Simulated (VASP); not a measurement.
Runs of VASP 6.6.1 on W2I. The structure is that of space group P6/mmm (No. 191), or close to it. The cells are those of the table. 

| task | cell | k mesh | cutoff (eV) | gap on the mesh (eV) | pressure (GPa) |
| --- | --- | --- | --- | --- | --- |
| relaxation of cell and atoms | relaxed from a = 5.154, b = 5.154, c = 3.276 Å, angles 90.0, 90.0, 120.0°, 3 atoms | 6 × 6 × 6 | 600 | none | 0.0 |
| single point | a = 4.574, b = 4.574, c = 3.303 Å, angles 90.0, 90.0, 120.0°, 3 atoms | 12 × 12 × 14 | 520 | none | (a) |
| single point | a = 4.578, b = 4.578, c = 3.292 Å, angles 90.0, 90.0, 120.0°, 3 atoms | 6 × 6 × 6 | 520 | none | 0.2 |
| single point | a = 5.154, b = 5.154, c = 3.276 Å, angles 90.0, 90.0, 120.0°, 3 atoms | 6 × 6 × 6 | 520 | none | -20.9 |

Alike in all rows: level PBE; potentials or basis VASP PAW PBE potentials, release 64 (W_sv, I); no spin polarisation; smearing gaussian 0.1 eV.

Question: Fill in the values left out.

Answer: (a) 0.1.

Caveats: spin-orbit coupling is left out, which moves the levels of the heavy elements; the stress differs along the axes, from -24 to -14 GPa (at least some runs).

A k mesh can miss the band edges, and the runs leave out spin-orbit coupling on I, W.

A gap of «none» marks levels without a gap at the run's occupations.
